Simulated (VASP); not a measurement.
Here is a VASP 6.6.1 calculation.

Contents of INCAR:

```
SYSTEM = AlN
PREC = Accurate
ENCUT = 520
EDIFF = 1E-6
ISMEAR = 0
SIGMA = 0.05
LREAL = .FALSE.
LASPH = .TRUE.
NELM = 80
ALGO = Normal
ISIF = 2
LWAVE = .FALSE.
LCHARG = .FALSE.
GGA = PS
NBANDS = 11
```

File KPOINTS:

```
regular mesh
0
G
  10 10 10
  0 0 0
```

The input POSCAR:

```
AlN
1.0
   -0.1504329329      1.8359174137      1.8359174137
    1.8359174137     -0.1504329329      1.8359174137
    1.8359174137      1.8359174137     -0.1504329329
Al N
1 1
Direct
    0.5000000000      0.5000000000      0.5000000000
    0.0000000000      0.0000000000      0.0000000000
```

Potentials or basis: VASP PAW PBE potentials, release 64 (Al, N).

Run with:

```bash
$ cat potpaw_PBE.64/Al/POTCAR potpaw_PBE.64/N/POTCAR > POTCAR
$ mpirun -np 1 vasp_std > vasp.out
```

(1) What does it give for the band gap on the k mesh?

(2) Estimate the pressure.

Answers

(1) 2.92 eV, indirect (least direct gap 6.21 eV).

(2) 65.8 GPa.

Caveat: the PAW data sets were made with another functional, which shifts forces and pressure a little.
